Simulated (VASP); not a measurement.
# Ge: single point with PBE

**The experiment to reproduce.**

“Electronic and optical properties of SixGe1-x-ySny alloys lattice-matched to Ge”, 2021, arxiv:2109.02782 reports, for a bulk crystal of Ge at 293 K: band gap 0.666 eV (indirect).

Crystal: Ge.

```xyz
2
Lattice="0.0000 2.8807 2.8807 2.8807 0.0000 2.8807 2.8807 2.8807 0.0000" Properties=species:S:1:pos:R:3 pbc="T T T"
Ge    0.0000    0.0000    0.0000
Ge    1.4403    1.4403    1.4403
```

* Program: VASP 6.6.1
* Task: single point
* Functional: PBE
* Potentials or basis: VASP PAW PBE potentials, release 64 (Ge_d)
* Cutoff: 500 eV
* k mesh: 8 × 8 × 8
* Occupations: fermi-dirac, width 0.02 eV
* Spin: no spin polarisation

```json
{"Pressure": "-0.1 GPa", "Band gap on the k mesh": "zero (filled and empty bands touch)"}
```

Levels at points of the mesh, in eV from the Fermi level:
| k point | band 12 | band 13 | band 14 | band 15 | band 16 | band 17 |
| --- | --- | --- | --- | --- | --- | --- |
| (0.00, 0.00, 0.00) | -0.45 | 0.01 | 0.01 | 0.01 | 2.53 | 2.53 |
| (0.50, 0.00, 0.00) | -7.35 | -1.32 | -1.32 | 0.03 | 3.72 | 3.72 |
| (0.50, 0.50, 0.00) | -8.68 | -2.88 | -2.88 | 0.82 | 0.82 | 9.08 |

Run time: 52 s on 1 thread of Intel Xeon 8259CL (shared host), peak memory 0.17 GiB.

Measured gap of Ge: 0.666 eV (indirect; 293 K; “Electronic and optical properties of SixGe1-x-ySny alloys lattice-matched to Ge”, 2021, arxiv:2109.02782). This calculation gives 0.00 eV (-0.67 eV). 3 values of this kind are on record (0.666 to 0.807 eV); this one was drawn at random among those near their median. Spin-orbit coupling on Ge is left out. The value is that of PBE on a finite k mesh, which can miss the band edges, without temperature or zero-point motion. Semilocal functionals fall short of measured gaps as a rule.

Caveat: semilocal functionals underestimate gaps, so a narrow gap can read as zero.
